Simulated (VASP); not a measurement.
Wanted: the native input for a VASP 6.6.1 run.

* Task: electric field gradients
* Functional: LDA
* Potentials or basis: VASP PAW LDA potentials, release 64 (Hf_pv, C)
* Cutoff: 520 eV
* k mesh: 12 × 12 × 12
* Occupations: fermi-dirac, width 0.05 eV
* Spin: no spin polarisation
* Dipole correction: no
* Further INCAR settings: ALGO = Normal; EDIFF = 1e-08; NBANDS = 14

The structure of HfC lies in POSCAR:

```
HfC
1.0
    0.0000000000      2.3715000000      2.3250000000
    2.3715000000      0.0000000000      2.3250000000
    2.3715000000      2.3715000000      0.0000000000
Hf C
1 1
Direct
    0.5000000000      0.5000000000      0.5000000000
    0.0000000000      0.0000000000      0.0000000000
```

This cell differs from its parent crystal: equal xx and yy strain of +2 %.

The input as run:

INCAR

```
SYSTEM = HfC
PREC     = Accurate       ! precision mode
ENCUT    = 520            ! plane-wave cutoff, eV
EDIFF    = 1E-8           ! SCF threshold, eV
ISMEAR   = -1             ! smearing method
SIGMA    = 0.05           ! smearing width, eV
LREAL    = .FALSE.        ! projectors in reciprocal space
LASPH    = .TRUE.         ! aspherical terms in the spheres
NELM     = 80             ! most SCF steps
ALGO     = Normal         ! electronic algorithm
ISIF     = 2              ! what is computed and relaxed
LWAVE    = .FALSE.        ! write WAVECAR
LCHARG   = .FALSE.        ! write CHGCAR
LEFG     = .TRUE.       
NBANDS   = 14             ! bands
```

KPOINTS

```
Automatic mesh
0
G
  12 12 12
  0 0 0
```

Potentials or basis: VASP PAW LDA potentials, release 64 (Hf_pv, C).

The run is started by

```sh
$ cat potpaw_LDA.64/Hf_pv/POTCAR potpaw_LDA.64/C/POTCAR > POTCAR
$ mpirun -np 1 vasp_std > vasp.out
```

Results of the run:

| Item | Value |
| --- | --- |
| Pressure | -19.4 GPa |
| Band gap on the k mesh | zero (band 7 reaches 6.60 eV, above the bottom of band 8 at 5.07 eV) |

Caveat: the cell differs from its parent crystal (equal xx and yy strain of +2 %); without QUAD_EFG the Cq values of the log hold for a quadrupole moment of 1 mb, not for the nuclei; spin-orbit coupling is left out, which moves the levels of the heavy elements.

Wall time 56 s on 1 thread of AMD EPYC 7R13 Processor (Zen 3), with other jobs on the host, peak memory 0.16 GiB.
